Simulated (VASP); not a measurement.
Runs of VASP 6.6.1 on AgCl. The structure is that of space group Pm-3m (No. 221), or close to it. The cells are those of the table. 

```tsv
level	cell	smearing	gap on the mesh (eV)	pressure (GPa)
PBE	a = 3.396, b = 3.396, c = 3.486 Å, 2 atoms	fermi-dirac 0.02 eV	(b)	0.1
r2SCAN	a = 3.396 Å, angles 90.0, 90.0, 87.9°, 2 atoms	gaussian 0.01 eV	(d)	(a)
r2SCAN	a = 3.405 Å, angles 89.7°, 2 atoms	gaussian 0.01 eV	1.16	-0.6
PBE	a = 3.396 Å, angles 90.0, 90.0, 87.9°, 2 atoms	fermi-dirac 0.02 eV	0.47	1.5
r2SCAN	a = 3.396, b = 3.396, c = 3.486 Å, 2 atoms	gaussian 0.01 eV	1.14	-1.5
PBE	a = 3.405 Å, angles 89.7°, 2 atoms	fermi-dirac 0.02 eV	0.56	(c)
```

Alike in all rows: task single point; potentials or basis VASP PAW PBE potentials, release 64 (Ag, Cl); no spin polarisation; k mesh 8 × 8 × 8; cutoff (eV) 520.

Question: Fill in the values left out.

Answer: (a) -0.1; (b) 0.55; (c) 1.0; (d) 1.07.

Caveats: the PAW data sets were made with another functional, which shifts forces and pressure a little (at least some runs).

A k mesh can miss the band edges, and the runs leave out spin-orbit coupling on Ag.
